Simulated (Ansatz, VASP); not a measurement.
Ti2C: VASP beside Ansatz

```xyz
3
Lattice="1.5407 0.8895 4.8138 -1.5407 0.8895 4.8138 0.0000 -1.7790 4.8138" Properties=species:S:1:pos:R:3 pbc="T T T"
Ti    0.0000    0.0000    3.5453
Ti    0.0000    0.0000   10.8960
C     0.0000    0.0000    7.2207
```

Alike in both runs: task single point; functional PBEsol; k mesh 1 × 1 × 1; occupations gaussian, width 0.1 eV; no spin polarisation.

|  | VASP | Ansatz |
| --- | --- | --- |
| version | VASP 6.6.1 | Ansatz 0.2.0 |
| potentials or method | VASP PAW PBE potentials, release 64 (Ti_sv, C), cutoff 520 eV | scalar-relativistic, plane waves, PAW |
| valence electrons in the cell | 28 | 28 |

```csv
,VASP,Ansatz,Ansatz less VASP
pressure (GPa),8.0,9.0,+0.95
"traceless stress, the component that is largest in VASP (GPa)",-57.94,-58.93,-0.992
rms of the force components (eV/Å),3.336,3.373,+0.0366
```

VASP's potentials were made for PBE, not for PBEsol. Atom by atom the forces differ by 0.037 eV/Å (rms over components).

The k mesh is coarse, so the values compare programs but aren't converged.
